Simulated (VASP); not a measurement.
Write the native input for VASP 6.6.1 that does the following.

```
Task                   : single point
Functional             : PBEsol
Potentials or basis    : VASP PAW PBE potentials, release 64 (Al, Cu)
Cutoff                 : 520 eV
k mesh                 : 10 × 10 × 10
Occupations            : gaussian, width 0.1 eV
Spin                   : no spin polarisation
Dipole correction      : no
Further INCAR settings : ALGO = Fast; EDIFF = 1e-07; NBANDS = 18
```

The structure of Al3Cu lies in POSCAR:

```
Al3Cu
1.0
    3.9241510000      0.0000000000      0.0000000000
    0.0000000000      3.9241510000      0.0000000000
    0.0000000000      0.0000000000      3.9241510000
Al Cu
3 1
Direct
    0.0000000000      0.5000000000      0.5000000000
    0.5000000000      0.0000000000      0.5000000000
    0.5000000000      0.5000000000      0.0573372431
    0.0000000000      0.0000000000      0.0000000000
```

This cell differs from its parent crystal: one atom moved.

The input as run:

INCAR

```
ALGO = Fast
EDIFF = 1E-7
ENCUT = 520
GGA = PS
ISIF = 2
ISMEAR = 0
LASPH = True
LCHARG = False
LREAL = False
LWAVE = False
NBANDS = 18
NELM = 80
PREC = Accurate
SIGMA = 0.1
```

KPOINTS

```
k-points
0
Gamma
  10 10 10
```

Potentials or basis: VASP PAW PBE potentials, release 64 (Al, Cu).

The run is started by

```sh
$ cat potpaw_PBE.64/Al/POTCAR potpaw_PBE.64/Cu/POTCAR > POTCAR
$ mpirun -np 1 vasp_std > vasp.out
```

It gave:

| Item | Value |
| --- | --- |
| Pressure | -0.8 GPa |
| Largest force | 1.546 eV/Å |
| Band gap on the k mesh | zero (bands 10 and 11 overlap by 3.35 eV) |

Caveat: the cell differs from its parent crystal (one atom moved); the PAW data sets were made with another functional, which shifts forces and pressure a little.

It took 87 s on 1 thread of Intel(R) Xeon(R) 6975P-C (Granite Rapids), on a shared host, peak memory 0.25 GiB.
